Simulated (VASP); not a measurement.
AlRu, 2 atoms in the cell. Symmetry: Pm-3m, No. 221, cubic system. Conventional cell: a = 2.992 Å, b = 2.992 Å, c = 2.992 Å, α = 90.00°, β = 90.00°, γ = 90.00°. Within 3.4 Å of Al (site symmetry m-3m) lie 8 Ru at 2.59 Å and 6 Al at 2.99 Å. Within 3.4 Å of Ru (site symmetry m-3m) lie 8 Al at 2.59 Å and 6 Ru at 2.99 Å. 

- Program: VASP 6.6.1
- Task: electric field gradients
- Functional: LDA
- Potentials or basis: VASP PAW LDA potentials, release 64 (Al, Ru_pv)
- Cutoff: 520 eV
- k mesh: 16 × 16 × 16
- Occupations: fermi-dirac, width 0.05 eV
- Spin: no spin polarisation
- Dipole correction: no
- Further INCAR settings: ALGO = Normal; EDIFF = 1e-08; NBANDS = 16

Potentials or basis: VASP PAW LDA potentials, release 64 (Al, Ru_pv).

Run with:

```bash
$ cat potpaw_LDA.64/Al/POTCAR potpaw_LDA.64/Ru_pv/POTCAR > POTCAR
$ mpirun -np 1 vasp_std > vasp.out
```

Hardware: 1 thread of Intel Xeon 6975P-C, with other jobs on the host.

Question: How long does it take, and how much memory?

Answer: Wall time 25 s on 1 thread of Intel Xeon 6975P-C, on a shared host, peak memory 0.18 GiB. Counts: scf iterations 13, k points 165.
